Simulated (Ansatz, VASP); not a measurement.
## Zr3O: VASP beside Ansatz

Contents of INCAR:

```
SYSTEM = Zr3O
  PREC = Accurate
  ENCUT = 520
  EDIFF = 1E-7
  ISMEAR = 0
  SIGMA = 0.15
  LREAL = .FALSE.
  LASPH = .TRUE.
  NELM = 60
  ALGO = Normal
  ISIF = 2
  LWAVE = .FALSE.
  LCHARG = .FALSE.
  GGA = PS
  NBANDS = 52
```

File KPOINTS:

```
regular mesh
0
G
  9 9 8
  0 0 0
```

File POSCAR:

```
Zr3O
1.0
    5.7786427719      0.0000000000      0.0000000000
   -2.8893213860      5.0044514399      0.0000000000
    0.0000000000      0.0000000000      4.8147651576
Zr O
6 2
Direct
    0.3394720281      0.0000000000      0.0000000000
    0.3394720281      0.3394720281      0.5000000000
    0.0000000000      0.3394720281      0.0000000000
    0.6605279719      0.0000000000      0.5000000000
    0.6605279719      0.6605279719      0.0000000000
    0.0000000000      0.6605279719      0.5000000000
    0.3333333333      0.6666666667      0.2500000000
    0.6666666667      0.3333333333      0.7500000000
```

Input for Ansatz:

```yaml
crystal:
  lattice:
    - [5.7786427719, 0.0, 0.0]
    - [-2.889321386, 5.0044514399, 0.0]
    - [0.0, 0.0, 4.8147651576]
  atoms:
    - { symbol: Zr, position: [0.3394720281, 0.0, 0.0] }
    - { symbol: Zr, position: [0.3394720281, 0.3394720281, 0.5] }
    - { symbol: Zr, position: [0.0, 0.3394720281, 0.0] }
    - { symbol: Zr, position: [0.6605279719, 0.0, 0.5] }
    - { symbol: Zr, position: [0.6605279719, 0.6605279719, 0.0] }
    - { symbol: Zr, position: [0.0, 0.6605279719, 0.5] }
    - { symbol: O, position: [0.3333333333, 0.6666666667, 0.25] }
    - { symbol: O, position: [0.6666666667, 0.3333333333, 0.75] }
basis:
  ecutwfc: 520.0
kpoints:
  mp_grid: { grid: [9, 9, 8] }
hamiltonian:
  xc: pbesol
  pseudopotentials: { kind: paw, azcp: { folder: soft_1 } }
scf:
  occupations: { method: gaussian, width: 0.15 }
output:
  forces: true
  stress: true
  eigenvalues: true
```

Alike in both runs: task single point; functional PBEsol; k mesh 9 × 9 × 8; occupations gaussian, width 0.15 eV; no spin polarisation.

|  | VASP | Ansatz |
| --- | --- | --- |
| version | VASP 6.6.1 | Ansatz 0.2.0 |
| potentials or method | VASP PAW PBE potentials, release 64 (Zr_sv, O), cutoff 520 eV | scalar-relativistic, plane waves, PAW |
| valence electrons in the cell | 84 | 84 |

```csv
,VASP,Ansatz,Ansatz less VASP
gap on the k mesh at the Fermi level (eV),none,none,-
pressure (GPa),0.5,0.4,-0.15
"traceless stress, the component that is largest in VASP (GPa)",11.07,11.07,0.000
rms of the force components (eV/Å),0.067,0.073,+0.0066
```

VASP's potentials were made for PBE, not for PBEsol, and Ansatz warns of the same on its side. Atom by atom the forces differ by 0.007 eV/Å (rms over components). A gap of «none» marks a metal or a gap that the smearing closes.
